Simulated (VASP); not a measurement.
Crystal: Lu.

```xyz
1
Lattice="3.3402 0.0000 0.0000 -1.6701 2.8927 0.0000 0.0000 0.0000 3.1398" Properties=species:S:1:pos:R:3 pbc="T T T"
Lu    0.0000    0.0000    0.0000
```

This isn't the form of Lu at room conditions, which is hcp.

- Program: VASP 6.6.1
- Task: relaxation of cell and atoms
- Functional: PBE
- Potentials or basis: VASP PAW PBE potentials, release 64 (Lu)
- Cutoff: 600 eV
- k mesh: 13 × 13 × 12
- Occupations: fermi-dirac, width 0.08 eV
- Spin: no spin polarisation

At the start: pressure 0.7 GPa; volume 30.34 Å³/atom.

Problem. How do energy, volume and symmetry change on relaxing?

Solution. Over 8 steps the energy falls by 16.1 meV/atom and the volume is 31.12 Å³/atom (+2.6 %); space group P6/mmm (No. 191, to 0.1 Å) before and after.

Step by step:
| step | energy change (eV) | largest force (eV/Å) | pressure (GPa) | volume (Å³) |
| --- | --- | --- | --- | --- |
| 1 | 0.0000 | 0.0000 | 0.66 | 30.34 |
| 2 | -0.0157 | 0.0000 | 0.24 | 30.87 |
| 3 | -0.0160 | 0.0000 | 0.25 | 30.96 |
| 4 | -0.0161 | 0.0000 | 0.04 | 31.18 |
| 5 | -0.0161 | 0.0000 | -0.11 | 31.22 |
| 6 | -0.0161 | 0.0000 | -0.07 | 31.19 |
| 7 | -0.0161 | 0.0000 | -0.08 | 31.19 |
| 8 | -0.0161 | 0.0000 | -0.01 | 31.12 |

Final structure:
```
Lu
1.0
     3.31201    0.00000    0.00000
    -1.65601    2.86829    0.00000
     0.00000    0.00000    3.27557
Lu
1
Direct
  0.00000 0.00000 0.00000
```
